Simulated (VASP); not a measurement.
Input of a VASP 6.6.1 run:

File POSCAR:

```
B
1.0
    1.7051328404      0.0000000000      0.0000000000
   -0.8525664202      1.4766883566      0.0000000000
    0.0000000000      0.0000000000      3.7062735190
B
1
Direct
    0.0000000000      0.0000000000      0.0000000000
```

The input INCAR.step1:

```
ALGO = Normal
EDIFF = 1E-4
ENCUT = 520
GGA = PE
ISMEAR = 0
LASPH = True
LCHARG = False
LREAL = False
LWAVE = True
NBANDS = 8
NELM = 80
PREC = Accurate
SIGMA = 0.1
```

File INCAR.step2:

```
ALGO = Normal
EDIFF = 1E-7
ENCUT = 520
ISIF = 2
ISMEAR = 0
ISTART = 1
LASPH = True
LCHARG = False
LMIXTAU = True
LREAL = False
LWAVE = False
METAGGA = R2SCAN
NBANDS = 8
NELM = 80
PREC = Accurate
SIGMA = 0.1
```

File KPOINTS:

```
k-points
0
Gamma
  33 33 24
```

Potentials or basis: VASP PAW PBE potentials, release 64 (B).

Launch:

```bash
$ cat potpaw_PBE.64/B/POTCAR > POTCAR
$ cp INCAR.step1 INCAR
$ mpirun -np 1 vasp_std > vasp.out
$ cp INCAR.step2 INCAR
$ mpirun -np 1 vasp_std > vasp.out
```

Q: What does it give for the pressure?

A: 0.1 GPa.

Stress tensor (GPa, compression positive):
```
 0.23  0.00  0.00
 0.00  0.23  0.00
 0.00  0.00 -0.13
```

Caveat: the PAW data sets were made with another functional, which shifts forces and pressure a little.
